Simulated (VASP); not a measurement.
# TePb (gw) (R-3m) in VASP: notebook

TePb (gw) is run at these levels: PBEsol; tasks: single point.

Everything below comes from runs of VASP 6.6.1. Logs are shortened: lines on timing, memory, paths and dates and some standing lists are left out, and cuts for length are marked.

### Step 1. The cell of the first run

The structure is trigonal, space group R-3m (No. 166). The conventional cell has a = 4.602 Å, b = 4.602 Å, c = 11.039 Å, α = 90.00°, β = 90.00°, γ = 120.00°. Within 4.3 Å of Pb (site symmetry -3m) lie 6 Te at 3.23 Å. Within 4.3 Å of Te (site symmetry -3m) lie 6 Pb at 3.23 Å.

### Step 2. Single point, PBEsol

INCAR

```
ALGO = Normal
EDIFF = 1E-6
ENCUT = 500
GGA = PS
GGA_COMPAT = F
ISIF = 2
ISMEAR = 0
LASPH = T
LCHARG = F
LREAL = F
LWAVE = F
NBANDS = 17
NELM = 120
PREC = Accurate
SIGMA = 0.01
```

KPOINTS

```
k-points
0
Gamma
  3 3 3
```

POSCAR

```
TePb
1.0
   -0.0450163731      3.2091397915      3.2091397915
    3.2091397915     -0.0450163731      3.2091397915
    3.2091397915      3.2091397915     -0.0450163731
Pb Te
1 1
Direct
    0.0000000000      0.0000000000      0.0000000000
    0.5000000000      0.5000000000      0.5000000000
```

Potentials or basis: VASP PAW PBE potentials, release 64 (Pb_d, Te).

The run is started by

```
$ cat potpaw_PBE.64/Pb_d/POTCAR potpaw_PBE.64/Te/POTCAR > POTCAR
$ mpirun -np 1 vasp_std > vasp.out
```

OUTCAR:

```text
EDIFF = 1E-6
   ENCUT = 500
   GGA = PS
   ISIF = 2
   ISMEAR = 0
   LASPH = T
   LREAL = F
   NELM = 120
   PREC = Accurate

 ion  position               nearest neighbor table
   1  0.000  0.000  0.000-   2 3.23   2 3.23   2 3.23   2 3.23   2 3.23   2 3.23
   2  0.500  0.500  0.500-   1 3.23   1 3.23   1 3.23   1 3.23   1 3.23   1 3.23

  LATTYP: Found a trigonal (rhomboedric) cell.
 ALAT       =     4.5386322694
 COS(alpha) =     0.4859246405

  Lattice vectors:

 A1 = (  -0.0450163731,   3.2091397915,   3.2091397915)
 A2 = (   3.2091397915,  -0.0450163731,   3.2091397915)
 A3 = (   3.2091397915,   3.2091397915,  -0.0450163731)

Analysis of symmetry for initial positions (statically):
=====================================================================
 Subroutine PRICEL returns:
 Original cell was already a primitive cell.

 Routine SETGRP: Setting up the symmetry group for a
 trigonal (rhombohedral) supercell.

 Subroutine GETGRP returns: Found 12 space group operations
 (whereof 12 operations were pure point group operations)
 out of a pool of 12 trial point group operations.

The static configuration has the point symmetry D_3d.

Analysis of symmetry for dynamics (positions and initial velocities):
=====================================================================
 Subroutine PRICEL returns:
 Original cell was already a primitive cell.

 Routine SETGRP: Setting up the symmetry group for a
 trigonal (rhombohedral) supercell.

 Subroutine GETGRP returns: Found 12 space group operations
 (whereof 12 operations were pure point group operations)
 out of a pool of 12 trial point group operations.

The dynamic configuration has the point symmetry D_3d.

 Subroutine INISYM returns: Found 12 space group operations
 (whereof 12 operations are pure point group operations),
 and found     1 'primitive' translations

----------------------------------------------------------------------------------------

                                     Primitive cell

  volume of cell :      67.4899

  direct lattice vectors                    reciprocal lattice vectors
    -0.045016373  3.209139792  3.209139792    -0.152564387  0.154734940  0.154734940
     3.209139792 -0.045016373  3.209139792     0.154734940 -0.152564387  0.154734940
     3.209139792  3.209139792 -0.045016373     0.154734940  0.154734940 -0.152564387

  length of vectors
     4.538632269  4.538632269  4.538632269     0.266761495  0.266761495  0.266761495

  position of ions in fractional coordinates (direct lattice)
     0.000000000  0.000000000  0.000000000
     0.500000000  0.500000000  0.500000000

  ion indices of the primitive-cell ions
   primitive index   ion index
                 1           1
                 2           2

----------------------------------------------------------------------------------------

 KPOINTS: k-points

Automatic generation of k-mesh.
 Grid dimensions read from file:
 generate k-points for:    3    3    3

 Generating k-lattice:

  Cartesian coordinates                     Fractional coordinates (reciprocal lattice)
    -0.050854796  0.051578313  0.051578313     0.333333333  0.000000000 -0.000000000
     0.051578313 -0.050854796  0.051578313     0.000000000  0.333333333 -0.000000000
     0.051578313  0.051578313 -0.050854796     0.000000000  0.000000000  0.333333333

  Length of vectors
     0.088920498  0.088920498  0.088920498

  Shift w.r.t. Gamma in fractional coordinates (k-lattice)
     0.000000000  0.000000000  0.000000000

 Subroutine IBZKPT returns following result:
 ===========================================

 Found      6 irreducible k-points:

 Following reciprocal coordinates:
            Coordinates               Weight
  0.000000  0.000000  0.000000      1.000000
  0.333333  0.000000 -0.000000      6.000000
  0.333333  0.333333 -0.000000      6.000000
 -0.333333  0.333333  0.000000      6.000000
  0.333333  0.333333  0.333333      2.000000
 -0.333333  0.333333  0.333333      6.000000
   k-points           NKPTS =      6   k-points in BZ     NKDIM =      6   number of bands    NBANDS=     17
   number of dos      NEDOS =    301   number of ions     NIONS =      2
   total plane-waves  NPLWV =  46656
   dimension x,y,z NGX =    36 NGY =   36 NGZ =   36
   dimension x,y,z NGXF=    72 NGYF=   72 NGZF=   72
   ions per type =               1   1
   NGX,Y,Z   is equivalent  to a cutoff of  13.19, 13.19, 13.19 a.u.
   NGXF,Y,Z  is equivalent  to a cutoff of  26.37, 26.37, 26.37 a.u.
 SYSTEM =  unknown system
   PREC   = accura    normal or accurate (medium, high low for compatibility)
   ISTART =      0    job   : 0-new  1-cont  2-samecut
   ICHARG =      2    charge: 1-file 2-atom 10-const
   ISPIN  =      1    spin polarized calculation?
   LNONCOLLINEAR =      F non collinear calculations
   LSORBIT =      F    spin-orbit coupling
   LASPH  =      T    aspherical Exc in radial PAW
   ENCUT  =  500.0 eV  36.75 Ry    6.06 a.u.   8.27  8.27  8.27*2*pi/ulx,y,z
   NELM   =    120;   NELMIN=  2; NELMDL= -5     # of ELM steps
   EDIFF  = 0.1E-05   stopping-criterion for ELM
   LREAL  =      F    real-space projection
   EDIFFG = 0.1E-04   stopping-criterion for IOM
   NSW    =      0    number of steps for IOM
   IBRION =     -1    ionic relax: 0-MD 1-quasi-New 2-CG
   NFREE  =      0    steps in history (QN), initial steepest desc. (CG)
   ISIF   =      2    stress and relaxation
   ISYM   =      2    0-nonsym 1-usesym 2-fastsym
   POTIM  = 0.5000    time-step for ionic-motion
   TEBEG  =    0.0;   TEEND  =   0.0 temperature during run
   PSTRESS=    0.0 pullay stress
   NELECT =      20.0000    total number of electrons
   NUPDOWN=      -1.0000    fix difference up-down
   EMIN   =  10.00;   EMAX   =-10.00  energy-range for DOS
   EFERMI =   0.00;   METHOD = LEGACY
   ISMEAR =     0;   SIGMA  =   0.01  broadening in eV -4-tet -1-fermi 0-gaus
   EFERMI_NEDOS =   21; number of points for ismear=-14 and -15
   IALGO  =     38    algorithm
   IMIX   =      4    mixing-type and parameters
     AMIX     =   0.40;   BMIX     =  1.00
     AMIX_MAG =   1.60;   BMIX_MAG =  1.00
  volume/ion in A,a.u.               =      33.74       227.72
  Fermi-wavevector in a.u.,A,eV,Ry     =   1.091454  2.062548 16.208226  1.191271
  Thomas-Fermi vector in A             =   2.227699
   LORBIT       =      0    0 simple, 1 ext, 2 COOP (PROOUT), +10 PAW based schemes
   GGA     = PS    functional components
   LHFCALC =     F    Hartree Fock is set to
   AEXX    =    0.0000 exact exchange contribution
   IVDW    =     0    specifies the selected vdW correction
   LEPSILON=     F    determine dielectric tensor
   LRPA    =     F    only Hartree local field effects (RPA)
 non-spin polarized calculation
 Gauss-broadening in eV      SIGMA  =   0.01
  energy-cutoff  :      500.00
  volume of cell :       67.49
 maximum number of plane-waves:      1747
 NGX is ok and might be reduce to    36
   NGX = 17   NGY = 17   NGZ = 17

 number of electron      20.0000001 magnetization

 Free energy of the ion-electron system (eV)
  ---------------------------------------------------
  ext. energy  EPLUGINS =         0.00000000
  ---------------------------------------------------
  free energy    TOTEN  =        -8.30711205 eV

  energy without entropy =       -8.30711205  energy(sigma->0) =       -8.30711205

 E-fermi :   5.1420     XC(G=0):  -9.4688

 val. band max:        5.0785498306   @ k =   0.3333   0.0000  -0.0000
 cond. band min:       6.7608592476   @ k =   0.3333   0.3333   0.3333
 fundamental gap:      1.6823094171
 Fermi energy:         5.1419802408

 k-point     1 :       0.0000    0.0000    0.0000
  band No.  band energies     occupation
      1     -11.1630      2.00000
      2     -11.1630      2.00000
      3     -11.1529      2.00000
      4     -11.1510      2.00000
      5     -11.1510      2.00000
      6      -6.5791      2.00000
      7      -0.1613      2.00000
      8       4.0585      2.00000
      9       4.0585      2.00000
     10       4.2375      2.00000
     11       9.4789      0.00000
     12       9.5351      0.00000
     13       9.5351      0.00000
     14      11.1280      0.00000
     15      11.1280      0.00000
     16      11.3861      0.00000
     17      12.6979      0.00000

 k-point     2 :       0.3333    0.0000   -0.0000
  band No.  band energies     occupation
      1     -11.1753      2.00000
      2     -11.1725      2.00000
      3     -11.1495      2.00000
      4     -11.1399      2.00000
      5     -11.1381      2.00000
      6      -5.7037      2.00000
      7      -2.2951      2.00000
      8       4.3770      2.00000
      9       4.4720      2.00000
     10       5.0785      2.00000
     11       6.8876      0.00000
     12       7.2897      0.00000
     13       7.3467      0.00000
     14      11.9657      0.00000
     15      12.9526      0.00000
     16      13.2422      0.00000
     17      16.3084      0.00000

 k-point     3 :       0.3333    0.3333   -0.0000
  band No.  band energies     occupation
      1     -11.2065      2.00000
      2     -11.1596      2.00000
      3     -11.1540      2.00000
      4     -11.1331      2.00000
      5     -11.1313      2.00000
      6      -5.4505      2.00000
      7      -1.7238      2.00000
      8       2.5477      2.00000
      9       2.8937      2.00000
     10       3.0290      2.00000
     11       9.0133      0.00000
     12       9.7220      0.00000
     13      10.3407      0.00000
     14      10.3787      0.00000
     15      14.4474      0.00000
     16      14.5883      0.00000
     17      15.2589      0.00000

 k-point     4 :      -0.3333    0.3333    0.0000
  band No.  band energies     occupation
      1     -11.2011      2.00000
      2     -11.1658      2.00000
      3     -11.1480      2.00000
      4     -11.1357      2.00000
      5     -11.1324      2.00000
      6      -4.8577      2.00000
      7      -2.7275      2.00000
      8       1.5979      2.00000
      9       3.5766      2.00000
     10       3.8258      2.00000
     11       8.4096      0.00000
     12       8.4736      0.00000
     13      10.9169      0.00000
     14      11.3763      0.00000
     15      13.5847      0.00000
     16      13.8395      0.00000
     17      15.7196      0.00000

 k-point     5 :       0.3333    0.3333    0.3333
  band No.  band energies     occupation
      1     -11.1731      2.00000
      2     -11.1731      2.00000
      3     -11.1518      2.00000
      4     -11.1381      2.00000
      5     -11.1381      2.00000
      6      -5.6778      2.00000
      7      -2.2258      2.00000
      8       4.3358      2.00000
      9       4.3358      2.00000
     10       5.0248      2.00000
     11       6.7609      0.00000
     12       7.2155      0.00000
     13       7.2155      0.00000
     14      11.9934      0.00000
     15      13.0810      0.00000
     16      13.0810      0.00000
     17      16.5106      0.00000

 k-point     6 :      -0.3333    0.3333    0.3333
  band No.  band energies     occupation
      1     -11.1998      2.00000
      2     -11.1670      2.00000
      3     -11.1472      2.00000
      4     -11.1378      2.00000
      5     -11.1306      2.00000
      6      -4.8401      2.00000
      7      -2.6966      2.00000
      8       1.6126      2.00000
      9       3.4672      2.00000
     10       3.7754      2.00000
     11       8.3009      0.00000
     12       8.4228      0.00000
     13      10.9190      0.00000
     14      11.5872      0.00000
     15      13.5037      0.00000
     16      13.7485      0.00000
     17      15.8007      0.00000

------------------------ aborting loop because EDIFF is reached ----------------------------------------

  FORCE on cell =-STRESS in cart. coord.  units (eV):
  Direction    XX          YY          ZZ          XY          YZ          ZX
  --------------------------------------------------------------------------------------
  -------------------------------------------------------------------------------------
  Total       -0.2252299     -0.2252299     -0.2252299      0.0855434      0.0855434      0.0855434
  in kB       -5.3468501     -5.3468501     -5.3468501      2.0307591      2.0307591      2.0307591
  external PRESSURE =      -5.3468501 kB  Pullay stress =       0.0000000 kB

 VOLUME and BASIS-vectors are now :
 -----------------------------------------------------------------------------
  energy-cutoff  :      500.00
  volume of cell :       67.49
      direct lattice vectors                 reciprocal lattice vectors
    -0.045016373  3.209139792  3.209139792    -0.152564387  0.154734940  0.154734940
     3.209139792 -0.045016373  3.209139792     0.154734940 -0.152564387  0.154734940
     3.209139792  3.209139792 -0.045016373     0.154734940  0.154734940 -0.152564387

 POSITION                                       TOTAL-FORCE (eV/Angst)
 -----------------------------------------------------------------------------------
      0.00000      0.00000      0.00000         0.000000     -0.000000      0.000000
      3.18663      3.18663      3.18663        -0.000000      0.000000     -0.000000
 -----------------------------------------------------------------------------------
    total drift:                               -0.000000      0.000000      0.000000

  FREE ENERGIE OF THE ION-ELECTRON SYSTEM (eV)
  ---------------------------------------------------
  free  energy   TOTEN  =        -8.3071120506 eV

  energy  without entropy=       -8.3071120506  energy(sigma->0) =       -8.30711205
```

It took 5.5 s on 1 thread of Intel Xeon 6975P-C (Granite Rapids), shared host; peak memory 0.2 GiB.

Results:

- Free energy: -8.3071 eV
- Pressure: -0.5 GPa
- Band gap on the k mesh: 1.68 eV, indirect (least direct gap 1.74 eV)

Stress tensor (GPa, compression positive):
```
-0.53  0.20  0.20
 0.20 -0.53  0.20
 0.20  0.20 -0.53
```

Levels at points of the mesh, in eV from the valence-band top:
| k point | band 8 | band 9 | band 10 | band 11 | band 12 | band 13 |
| --- | --- | --- | --- | --- | --- | --- |
| (0.00, 0.00, 0.00) | -1.02 | -1.02 | -0.84 | 4.40 | 4.46 | 4.46 |

Caveat: the k points lie up to 0.56 Å⁻¹ apart; the PAW data sets were made with another functional, which shifts forces and pressure a little; spin-orbit coupling is left out, which moves the levels of the heavy elements. A k mesh can miss the band edges.

### Step 3. Single point, PBEsol

INCAR

```
SYSTEM = TePb
ALGO = Normal
EDIFF = 1E-6
ENCUT = 500
GGA = PS
GGA_COMPAT = .FALSE.
ISIF = 2
ISMEAR = 0
LASPH = .TRUE.
LCHARG = .FALSE.
LREAL = .FALSE.
LWAVE = .FALSE.
NBANDS = 17
NELM = 120
PREC = Accurate
SIGMA = 0.01
```

KPOINTS

```
k-points
0
G
  3 3 3
  0 0 0
```

POSCAR is that of step 2.

Potentials or basis: VASP PAW PBE potentials, release 64 (Pb_d, Te).

The run is started by

```
$ cat potpaw_PBE.64/Pb_d/POTCAR potpaw_PBE.64/Te/POTCAR > POTCAR
$ mpirun -np 1 vasp_std > vasp.out
```

Run time: 5.8 s. Hardware: 1 thread of Intel Xeon 6975P-C (Granite Rapids), shared host; peak memory 0.2 GiB.

It converged, with:

```yaml
Free_energy: -8.3071 eV
Pressure: -0.5 GPa
Band_gap_on_the_k_mesh: 1.68 eV, indirect (least direct gap 1.74 eV)
```

Stress tensor (GPa, compression positive):
```
-0.53  0.20  0.20
 0.20 -0.53  0.20
 0.20  0.20 -0.53
```

Levels at points of the mesh, in eV from the valence-band top:
```
           k point  band 6  band 7  band 8  band 9  band 10  band 11  band 12  band 13  band 14  band 15
(0.00, 0.00, 0.00)  -11.66   -5.24   -1.02   -1.02    -0.84     4.40     4.46     4.46     6.05     6.05
```

Caveat: the k points lie up to 0.56 Å⁻¹ apart; the PAW data sets were made with another functional, which shifts forces and pressure a little; spin-orbit coupling is left out, which moves the levels of the heavy elements. A k mesh can miss the band edges.
